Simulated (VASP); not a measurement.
Set up this calculation in VASP 6.6.1, as the native input.

```yaml
Task: single point
Functional: LDA
Potentials_or_basis: VASP PAW LDA potentials, release 64 (Ni, O)
Cutoff: 520 eV
k_mesh: 8 × 8 × 8
Occupations: gaussian, width 0.05 eV
Spin: collinear spin, ferromagnetic start
Starting_moments: "[2.0, 0.0] μB"
Hubbard_terms: Ni d U = 6.0 eV, J = 0.9 eV
Dipole_correction: no
LDAUTYPE: 1
Hund's_J: 0.9
Further_INCAR_settings: ALGO = Normal; EDIFF = 1e-06; NBANDS = 19
```

The structure of NiO lies in POSCAR:

```
NiO
1.0
    0.0000000000      2.0913095100      2.0913095100
    2.0913095100      0.0000000000      2.0913095100
    2.0913095100      2.0913095100      0.0000000000
Ni O
1 1
Direct
    0.0000000000      0.0000000000      0.0000000000
    0.5000000000      0.5000000000      0.5000000000
```

One way to write it, as run:

INCAR

```
SYSTEM = NiO
  PREC = Accurate
  ENCUT = 520
  EDIFF = 1E-6
  ISMEAR = 0
  SIGMA = 0.05
  LREAL = .FALSE.
  LASPH = .TRUE.
  NELM = 150
  ALGO = Normal
  ISIF = 2
  LWAVE = .FALSE.
  LCHARG = .TRUE.
  ISPIN = 2
  MAGMOM = 2 0
  LORBIT = 11
  LMAXMIX = 4
  LDAU = .TRUE.
  LDAUTYPE = 1
  LDAUL = 2 -1
  LDAUU = 6 0
  LDAUJ = 0.9 0
  LDAUPRINT = 1
  LELF = .TRUE.
  LVHAR = .TRUE.
  NBANDS = 19
```

KPOINTS

```
Automatic mesh
0
G
  8 8 8
  0 0 0
```

Potentials or basis: VASP PAW LDA potentials, release 64 (Ni, O).

Command:

```bash
$ cat potpaw_LDA.64/Ni/POTCAR potpaw_LDA.64/O/POTCAR > POTCAR
$ mpirun -np 1 vasp_std > vasp.out
```

It gave:

```yaml
Pressure: -15.6 GPa
Band_gap_on_the_k_mesh: 1.71 eV, indirect (least direct gap 2.63 eV)
Net_moment: 2.00 μB per cell
Site_moments: Ni +1.77; O +0.21 μB
Valence_electrons_inside_the_program's_atomic_spheres: Ni 9.02; O 4.98
```

Caveat: a cell with one magnetic atom can't hold antiferromagnetic order, which such compounds often take.

Run time: 13 s on 1 thread of Intel Xeon 6975P-C (shared host), peak memory 0.14 GiB.
